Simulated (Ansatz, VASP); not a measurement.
**Be4Ag: VASP beside Ansatz**

```
Be Ag
1.0
     4.37125    0.00000    0.00000
    -2.18562    3.78561    0.00000
     0.00000    0.00000    6.83810
Be Ag
8 2
Direct
  0.67627 0.00000 0.00000
  0.00000 0.67627 0.00000
  0.32373 0.32373 0.00000
  0.32373 0.00000 0.00000
  0.00000 0.32373 0.00000
  0.67627 0.67627 0.00000
  0.33333 0.66667 0.00000
  0.66667 0.33333 0.00000
  0.00000 0.00000 0.32875
  0.00000 0.00000 0.67125
```

Alike in both runs: task single point; functional PBE; k mesh 6 × 6 × 4; occupations gaussian, width 0.1 eV; no spin polarisation.

|  | VASP | Ansatz |
| --- | --- | --- |
| version | VASP 6.6.1 | Ansatz 0.2.0 |
| potentials or method | VASP PAW PBE potentials, release 64 (Be, Ag), cutoff 520 eV | scalar-relativistic, plane waves, PAW |
| valence electrons in the cell | 38 | 54 |

|  | VASP | Ansatz | Ansatz less VASP |
| --- | --- | --- | --- |
| gap on the k mesh at the Fermi level (eV) | none | none | - |
| rms of the force components (eV/Å) | 1.610 | 1.601 | -0.0089 |

Atom by atom the forces differ by 0.028 eV/Å (rms over components). A gap of «none» marks a metal or a gap that the smearing closes. The functional is the same, so the differences come from potentials, cutoffs and numerics. VASP's potentials hold 38 valence electrons a cell and Ansatz's 54, so a difference there can come from the potentials and not from the codes.
